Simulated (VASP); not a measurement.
# Ag (R-3m) in VASP: relaxation of cell and atoms with r2SCAN

Aim: the relaxation of cell and atoms of Ag with r2SCAN.

Everything below comes from runs of VASP 6.6.1. Logs are shortened: lines on timing, memory, paths and dates and some standing lists are left out, and cuts for length are marked.

## 1. The cell of the first run

Symmetry: R-3m, No. 166, trigonal system. Conventional cell: a = 3.562 Å, b = 3.562 Å, c = 9.909 Å, α = 90.00°, β = 90.00°, γ = 120.00°. Within 3.1 Å of Ag (site symmetry 3m) lie 6 Ag at 2.38 to 2.94 Å.

## 2. Relaxation of cell and atoms, r2SCAN

POSCAR

```
Ag
1.0
    1.7811574777      1.0283517492      3.3029429939
   -1.7811574777      1.0283517492      3.3029429939
    0.0000000000     -2.0567034984      3.3029429939
Ag
2
Direct
    0.2275400000      0.2275400000      0.2275400000
    0.7724600000      0.7724600000      0.7724600000
```

INCAR.step1

```
SYSTEM = Ag
PREC = Accurate
ENCUT = 600
ISMEAR = 0
SIGMA = 0.1
LREAL = .False.
LASPH = .True.
NELM = 60
GGA = PE
ALGO = Normal
EDIFF = 1E-4
LWAVE = .True.
LCHARG = .False.
```

INCAR.step2

```
SYSTEM = Ag
PREC = Accurate
ENCUT = 600
EDIFF = 1E-6
ISMEAR = 0
SIGMA = 0.1
LREAL = .False.
LASPH = .True.
NELM = 60
ALGO = Normal
ISIF = 3
LWAVE = .False.
LCHARG = .False.
METAGGA = R2SCAN
LMIXTAU = .True.
IBRION = 2
NSW = 90
EDIFFG = -0.04
ISTART = 1
```

KPOINTS

```
Automatic mesh
0
Gamma
  6 6 6
  0 0 0
```

Potentials or basis: VASP PAW PBE potentials, release 64 (Ag).

Started as:

```bash
$ cat potpaw_PBE.64/Ag/POTCAR > POTCAR
$ cp INCAR.step1 INCAR
$ mpirun -np 1 vasp_std > vasp.out
$ cp INCAR.step2 INCAR
$ mpirun -np 1 vasp_std > vasp.out
```

OUTCAR:

```text
SYSTEM = Ag
   PREC = Accurate
   ENCUT = 600
   EDIFF = 1E-6
   ISMEAR = 0
   LREAL = .False.
   LASPH = .True.
   NELM = 60
   ISIF = 3
   METAGGA = R2SCAN
   IBRION = 2
   NSW = 90
   EDIFFG = -0.04
   ISTART = 1

 ion  position               nearest neighbor table
   1  0.228  0.228  0.228-   2 2.38   2 2.38   2 2.38   2 2.94   2 2.94   2 2.94
   2  0.772  0.772  0.772-   1 2.38   1 2.38   1 2.38   1 2.94   1 2.94   1 2.94

  LATTYP: Found a trigonal (rhomboedric) cell.
 ALAT       =     3.8909461191
 COS(alpha) =     0.5808936906

  Lattice vectors:

 A1 = (   1.7811574777,   1.0283517492,   3.3029429939)
 A2 = (  -1.7811574777,   1.0283517492,   3.3029429939)
 A3 = (   0.0000000000,  -2.0567034984,   3.3029429939)

Analysis of symmetry for initial positions (statically):
=====================================================================
 Subroutine PRICEL returns:
 Original cell was already a primitive cell.

 Routine SETGRP: Setting up the symmetry group for a
 trigonal (rhombohedral) supercell.

 Subroutine GETGRP returns: Found 12 space group operations
 (whereof 12 operations were pure point group operations)
 out of a pool of 12 trial point group operations.

The static configuration has the point symmetry D_3d.

Analysis of symmetry for dynamics (positions and initial velocities):
=====================================================================
 Subroutine PRICEL returns:
 Original cell was already a primitive cell.

 Routine SETGRP: Setting up the symmetry group for a
 trigonal (rhombohedral) supercell.

 Subroutine GETGRP returns: Found 12 space group operations
 (whereof 12 operations were pure point group operations)
 out of a pool of 12 trial point group operations.

The dynamic configuration has the point symmetry D_3d.

 Subroutine INISYM returns: Found 12 space group operations
 (whereof 12 operations are pure point group operations),
 and found     1 'primitive' translations

----------------------------------------------------------------------------------------

                                     Primitive cell

  volume of cell :      36.2991

  direct lattice vectors                    reciprocal lattice vectors
     1.781157478  1.028351749  3.302942994     0.280716335  0.162071652  0.100920099
    -1.781157478  1.028351749  3.302942994    -0.280716335  0.162071652  0.100920099
     0.000000000 -2.056703498  3.302942994     0.000000000 -0.324143304  0.100920099

  length of vectors
     3.890946119  3.890946119  3.890946119     0.339490424  0.339490424  0.339490424

  position of ions in fractional coordinates (direct lattice)
     0.227540000  0.227540000  0.227540000
     0.772460000  0.772460000  0.772460000

  ion indices of the primitive-cell ions
   primitive index   ion index
                 1           1
                 2           2

----------------------------------------------------------------------------------------

 KPOINTS: Automatic mesh

Automatic generation of k-mesh.
 Grid dimensions read from file:
 generate k-points for:    6    6    6

 Generating k-lattice:

  Cartesian coordinates                     Fractional coordinates (reciprocal lattice)
     0.046786056  0.027011942  0.016820016     0.166666667 -0.000000000 -0.000000000
    -0.046786056  0.027011942  0.016820016    -0.000000000  0.166666667 -0.000000000
     0.000000000 -0.054023884  0.016820016    -0.000000000 -0.000000000  0.166666667

  Length of vectors
     0.056581737  0.056581737  0.056581737

  Shift w.r.t. Gamma in fractional coordinates (k-lattice)
     0.000000000  0.000000000  0.000000000

 Subroutine IBZKPT returns following result:
 ===========================================

 Found     32 irreducible k-points:

 Following reciprocal coordinates:
            Coordinates               Weight
  0.000000  0.000000  0.000000      1.000000
  0.166667  0.000000  0.000000      6.000000
  0.333333  0.000000  0.000000      6.000000
  0.500000  0.000000  0.000000      3.000000
  0.166667  0.166667  0.000000      6.000000
  0.333333  0.166667  0.000000     12.000000
[... 16 lines left out ...]
  0.500000  0.500000  0.166667      6.000000
 -0.333333  0.500000  0.166667     12.000000
 [... further k-points ...]
   k-points           NKPTS =     32   k-points in BZ     NKDIM =     32   number of bands    NBANDS=     15
   number of dos      NEDOS =    301   number of ions     NIONS =      2
   total plane-waves  NPLWV =  32768
   dimension x,y,z NGX =    32 NGY =   32 NGZ =   32
   dimension x,y,z NGXF=    64 NGYF=   64 NGZF=   64
   ions per type =               2
   NGX,Y,Z   is equivalent  to a cutoff of  13.67, 13.67, 13.67 a.u.
   NGXF,Y,Z  is equivalent  to a cutoff of  27.34, 27.34, 27.34 a.u.
 SYSTEM =  Ag
   PREC   = accura    normal or accurate (medium, high low for compatibility)
   ISTART =      1    job   : 0-new  1-cont  2-samecut
   ICHARG =      0    charge: 1-file 2-atom 10-const
   ISPIN  =      1    spin polarized calculation?
   LNONCOLLINEAR =      F non collinear calculations
   LSORBIT =      F    spin-orbit coupling
   LASPH  =      T    aspherical Exc in radial PAW
   ENCUT  =  600.0 eV  44.10 Ry    6.64 a.u.   7.77  7.77  7.77*2*pi/ulx,y,z
   NELM   =     60;   NELMIN=  2; NELMDL=  0     # of ELM steps
   EDIFF  = 0.1E-05   stopping-criterion for ELM
   LREAL  =      F    real-space projection
   EDIFFG = -.4E-01   stopping-criterion for IOM
   NSW    =     90    number of steps for IOM
   IBRION =      2    ionic relax: 0-MD 1-quasi-New 2-CG
   NFREE  =      1    steps in history (QN), initial steepest desc. (CG)
   ISIF   =      3    stress and relaxation
   ISYM   =      2    0-nonsym 1-usesym 2-fastsym
   POTIM  = 0.5000    time-step for ionic-motion
   TEBEG  =    0.0;   TEEND  =   0.0 temperature during run
   PSTRESS=    0.0 pullay stress
   NELECT =      22.0000    total number of electrons
   NUPDOWN=      -1.0000    fix difference up-down
   EMIN   =  10.00;   EMAX   =-10.00  energy-range for DOS
   EFERMI =   0.00;   METHOD = LEGACY
   ISMEAR =     0;   SIGMA  =   0.10  broadening in eV -4-tet -1-fermi 0-gaus
   EFERMI_NEDOS =   21; number of points for ismear=-14 and -15
   IALGO  =     38    algorithm
   IMIX   =      4    mixing-type and parameters
     AMIX     =   0.40;   BMIX     =  1.00
     AMIX_MAG =   1.60;   BMIX_MAG =  1.00
  volume/ion in A,a.u.               =      18.15       122.48
  Fermi-wavevector in a.u.,A,eV,Ry     =   1.385427  2.618077 26.115127  1.919408
  Thomas-Fermi vector in A             =   2.509838
   LORBIT       =      0    0 simple, 1 ext, 2 COOP (PROOUT), +10 PAW based schemes
   METAGGA = R2SCAN    functional components
   LHFCALC =     F    Hartree Fock is set to
   AEXX    =    0.0000 exact exchange contribution
   IVDW    =     0    specifies the selected vdW correction
   LEPSILON=     F    determine dielectric tensor
   LRPA    =     F    only Hartree local field effects (RPA)
 conjugate gradient relaxation of ions
 non-spin polarized calculation
 Gauss-broadening in eV      SIGMA  =   0.10
  energy-cutoff  :      600.00
  volume of cell :       36.30
 maximum number of plane-waves:      1228
   NGX = 15   NGY = 15   NGZ = 15

--------------------------------------- Ionic step        1  -------------------------------------------

 number of electron      22.0000000 magnetization

 Free energy of the ion-electron system (eV)
  ---------------------------------------------------
  ext. energy  EPLUGINS =         0.00000000
  ---------------------------------------------------
  free energy    TOTEN  =       -40.98427655 eV

  energy without entropy =      -40.98218505  energy(sigma->0) =      -40.98323080

------------------------ aborting loop because EDIFF is reached ----------------------------------------

  FORCE on cell =-STRESS in cart. coord.  units (eV):
  Direction    XX          YY          ZZ          XY          YZ          ZX
  --------------------------------------------------------------------------------------
  -------------------------------------------------------------------------------------
  Total        5.9337041      5.9337041      4.3612784      0.0000000      0.0000000      0.0000000
  in kB      261.9027913    261.9027913    192.4988127      0.0000000      0.0000000      0.0000000
  external PRESSURE =     238.7681318 kB  Pullay stress =       0.0000000 kB
[... 23 lines left out ...]
--------------------------------------- Ionic step        2  -------------------------------------------

 number of electron      22.0000004 magnetization

 E-fermi :   3.7982     XC(G=0): -10.2164

 val. band max:        3.7510147027   @ k =  -0.3333   0.1667   0.1667
 cond. band min:       3.8440863084   @ k =   0.5000   0.5000   0.0000
 fundamental gap:      0.0930716057
 Fermi energy:         3.7982462790

 k-point     1 :       0.0000    0.0000    0.0000
  band No.  band energies     occupation
      1      -1.5433      2.00000
      2      -1.3764      2.00000
      3      -1.3764      2.00000
      4      -1.0905      2.00000
      5      -0.9230      2.00000
      6      -0.9230      2.00000
      7       0.5261      2.00000
      8       0.5261      2.00000
      9       0.5603      2.00000
     10       1.1029      2.00000
     11       1.1029      2.00000
     12       9.9696      0.00000
     13      11.7915      0.00000
     14      11.7915      0.00000
[... 401 lines left out ...]
      2      -1.0533      2.00000
      3      -0.9468      2.00000
      4      -0.5681      2.00000
      5      -0.3852      2.00000
      6      -0.0010      2.00000
      7       0.0308      2.00000
      8       0.1842      2.00000
      9       0.4471      2.00000
     10       0.5398      2.00000
     11       4.5104      0.00000
     12       4.9041      0.00000
     13       5.5911      0.00000
     14       6.4909      0.00000
     15      12.1164      0.00000

 [... further k-points ...]

------------------------ aborting loop because EDIFF is reached ----------------------------------------

  FORCE on cell =-STRESS in cart. coord.  units (eV):
  Direction    XX          YY          ZZ          XY          YZ          ZX
  --------------------------------------------------------------------------------------
  -------------------------------------------------------------------------------------
  Total       -3.4569410     -3.4569410     -2.8047863      0.0000000     -0.0000000     -0.0000000
  in kB     -105.6513516   -105.6513516    -85.7201408      0.0000000     -0.0000000     -0.0000000
  external PRESSURE =     -99.0076146 kB  Pullay stress =       0.0000000 kB
[... 53 lines left out ...]
  FREE ENERGIE OF THE ION-ELECTRON SYSTEM (eV)
  ---------------------------------------------------
  free  energy   TOTEN  =       -41.8625965972 eV

  energy  without entropy=      -41.8602533847  energy(sigma->0) =      -41.86142499

[... ionic steps 4 to 21 ...]

--------------------------------------- Ionic step       22  -------------------------------------------

 number of electron      22.0000001 magnetization

------------------------ aborting loop because EDIFF is reached ----------------------------------------
[... 67 lines left out ...]
--------------------------------------- Ionic step       24  -------------------------------------------

 number of electron      22.0000001 magnetization

 Free energy of the ion-electron system (eV)
  ---------------------------------------------------
  ext. energy  EPLUGINS =         0.00000000
  ---------------------------------------------------
  free energy    TOTEN  =       -42.63663056 eV

  energy without entropy =      -42.63341389  energy(sigma->0) =      -42.63502222

 E-fermi :   8.0325     XC(G=0): -12.8377

 val. band max:        7.8398036462   @ k =   0.5000   0.1667   0.0000
 cond. band min:       8.0655177870   @ k =   0.5000   0.3333   0.1667
 fundamental gap:      0.2257141408
 Fermi energy:         8.0325085525

 k-point     1 :       0.0000    0.0000    0.0000
  band No.  band energies     occupation
      1       0.3652      2.00000
      2       1.5948      2.00000
      3       3.0409      2.00000
      4       3.0409      2.00000
      5       3.0697      2.00000
      6       3.0697      2.00000
      7       3.2523      2.00000
      8       4.1395      2.00000
      9       4.1395      2.00000
     10       4.9663      2.00000
     11       4.9663      2.00000
     12       8.1491      0.09927
     13      12.2473      0.00000
     14      23.7406      0.00000
[... 401 lines left out ...]
      2       1.9392      2.00000
      3       2.0818      2.00000
      4       2.8367      2.00000
      5       3.5664      2.00000
      6       3.7921      2.00000
      7       4.2339      2.00000
      8       4.4454      2.00000
      9       4.9574      2.00000
     10       5.0151      2.00000
     11       8.7607      0.00000
     12       9.5057      0.00000
     13      12.7780      0.00000
     14      15.9402      0.00000
     15      17.4859      0.00000

 [... further k-points ...]

------------------------ aborting loop because EDIFF is reached ----------------------------------------

  FORCE on cell =-STRESS in cart. coord.  units (eV):
  Direction    XX          YY          ZZ          XY          YZ          ZX
  --------------------------------------------------------------------------------------
  -------------------------------------------------------------------------------------
  Total        0.0671094      0.0671094      0.0609321     -0.0000000      0.0000000     -0.0000000
  in kB        3.0964473      3.0964473      2.8114237     -0.0000000      0.0000000     -0.0000000
  external PRESSURE =       3.0014395 kB  Pullay stress =       0.0000000 kB
[... 17 lines left out ...]
  FREE ENERGIE OF THE ION-ELECTRON SYSTEM (eV)
  ---------------------------------------------------
  free  energy   TOTEN  =       -42.6366305567 eV

  energy  without entropy=      -42.6334138857  energy(sigma->0) =      -42.63502222

 reached required accuracy - stopping structural energy minimisation
```

Wall time 22 min (1 thread of Intel Xeon Platinum 8375C at 2.90GHz (Ice Lake), shared host); peak memory 0.21 GiB.

What came out:

* Free energy: -42.6366 eV
* Relaxed volume: 17.36 Å³/atom
* Relaxed cell: a = 4.946 Å, b = 4.946 Å, c = 4.946 Å, α = 34.55°, β = 34.55°, γ = 34.55°
* Space group after relaxing (to 0.1 Å): R-3m (No. 166)
* Energy gained by relaxing: 826.2 meV/atom
* Ionic steps: 24
* Pressure after relaxing: 0.3 GPa
* Largest force after relaxing: 0.010 eV/Å
* Band gap on the k mesh: zero (bands 11 and 12 overlap by 7.19 eV)

Forces on the atoms (eV/Å):
```
Ag   0.000  0.000  0.010
Ag   0.000  0.000 -0.010
```

Step by step:
```tsv
step	energy change (eV)	largest force (eV/Å)	pressure (GPa)	volume (Å³)
1	0.0000	4.4319	23.88	36.30
2	-0.5208	0.0260	-9.90	52.42
3	-0.8783	0.8905	-4.63	44.14
4	-0.8795	0.9485	-4.19	43.87
5	-0.8796	0.9971	-3.86	43.65
6	-1.0204	0.6899	-2.21	41.41
7	-1.0876	0.0456	1.61	38.98
8	-1.1221	0.2486	0.03	39.48
9	-1.1623	1.0316	-3.06	40.76
10	-1.1671	0.8329	-2.40	40.41
11	-1.1856	0.8641	-2.64	40.36
12	-1.2322	0.9498	-3.29	40.18
13	-1.2914	1.0946	-4.30	39.55
14	-1.4407	1.2711	-2.33	37.38
15	-1.5400	0.8945	-1.70	36.34
16	-1.5545	0.2133	2.99	34.25
17	-1.5871	0.5190	-0.16	35.26
18	-1.6225	0.3807	-0.55	35.18
19	-1.6486	0.0965	-0.59	35.02
20	-1.5893	0.7916	1.72	34.59
21	-1.6518	0.0221	-0.43	34.96
22	-1.6522	0.0494	-0.29	34.93
23	-1.6522	0.0248	-0.34	34.94
24	-1.6524	0.0101	0.30	34.72
```

Final structure:
```
Ag
1.0
     1.46878    0.84800    4.64653
    -1.46878    0.84800    4.64653
     0.00000   -1.69600    4.64653
Ag
2
Direct
  0.24994 0.24994 0.24994
  0.75006 0.75006 0.75006
```

Levels at points of the mesh, in eV from the Fermi level:
```tsv
k point	band 7	band 8	band 9	band 10	band 11	band 12	band 13	band 14	band 15
(0.00, 0.00, 0.00)	-4.78	-3.89	-3.89	-3.07	-3.07	0.12	4.21	15.71	16.72
(0.50, 0.00, 0.00)	-4.14	-4.13	-3.12	-3.12	1.07	1.07	6.51	6.52	11.91
(0.50, 0.50, 0.00)	-3.16	-3.07	-2.91	-2.88	-0.20	1.91	3.62	6.99	11.60
(0.50, 0.50, 0.50)	-4.50	-4.50	-3.83	-3.83	-3.83	-3.83	12.27	12.29	17.17
```

Caveat: a cell axis changed by over 15 % at a fixed basis, so the end point is rough; the PAW data sets were made with another functional, which shifts forces and pressure a little.
